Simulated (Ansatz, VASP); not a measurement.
# C: VASP beside Ansatz

Contents of POSCAR:

```
C
1.0
    1.2280263465      0.7090013417      3.3470108394
   -1.2280263465      0.7090013417      3.3470108394
    0.0000000000     -1.4180026834      3.3470108394
C
2
Direct
    0.1640000000      0.1640000000      0.1640000000
    0.8360000000      0.8360000000      0.8360000000
```

File INCAR.step1:

```
SYSTEM = C
PREC = Accurate ; ENCUT = 520
ISMEAR = 0 ; SIGMA = 0.05
LREAL = .False. ; LASPH = .True.
NELM = 100 ; NBANDS = 11
GGA = PE ; ALGO = Normal
EDIFF = 1E-4 ; LWAVE = .True.
LCHARG = .False.
```

Contents of INCAR.step2:

```
SYSTEM = C
PREC = Accurate ; ENCUT = 520
EDIFF = 1E-7 ; ISMEAR = 0
SIGMA = 0.05 ; LREAL = .False.
LASPH = .True. ; NELM = 100
ALGO = Normal ; ISIF = 2
LWAVE = .False. ; LCHARG = .True.
METAGGA = R2SCAN ; LMIXTAU = .True.
LELF = .True. ; LVHAR = .True.
NBANDS = 11 ; ISTART = 1
```

The input KPOINTS:

```
regular mesh
0
Gamma
  12 12 12
  0 0 0
```

Input for Ansatz:

```yaml
crystal:
  lattice:
    - [1.2280263465, 0.7090013417, 3.3470108394]
    - [-1.2280263465, 0.7090013417, 3.3470108394]
    - [0.0, -1.4180026834, 3.3470108394]
  atoms:
    - { symbol: C, position: [0.164, 0.164, 0.164] }
    - { symbol: C, position: [0.836, 0.836, 0.836] }
basis:
  ecutwfc: 500
kpoints:
  mp_grid: { grid: [12, 12, 12] }
hamiltonian:
  xc: r2scan
scf:
  occupations: { method: gaussian, width: 0.05 }
output:
  forces: true
  stress: true
  eigenvalues: true
```

Alike in both runs: task single point; functional r2SCAN; k mesh 12 × 12 × 12; occupations gaussian, width 0.05 eV; no spin polarisation.

|  | VASP | Ansatz |
| --- | --- | --- |
| version | VASP 6.6.1 | Ansatz 0.2.0 |
| potentials or method | VASP PAW PBE potentials, release 64 (C), cutoff 520 eV | scalar-relativistic, plane waves, PAW |
| valence electrons in the cell | 8 | 8 |

```csv
,VASP,Ansatz,Ansatz less VASP
gap on the k mesh at the Fermi level (eV),0.79,0.79,+0.001
least direct gap on the mesh (eV),0.79,0.79,+0.001
pressure (GPa),0.9,0.2,-0.69
"traceless stress, the component that is largest in VASP (GPa)",-0.05,0.73,+0.787
rms of the force components (eV/Å),0.518,0.523,+0.0053
```

VASP's potentials were made for PBE, not for r2SCAN. Atom by atom the forces differ by 0.005 eV/Å (rms over components).
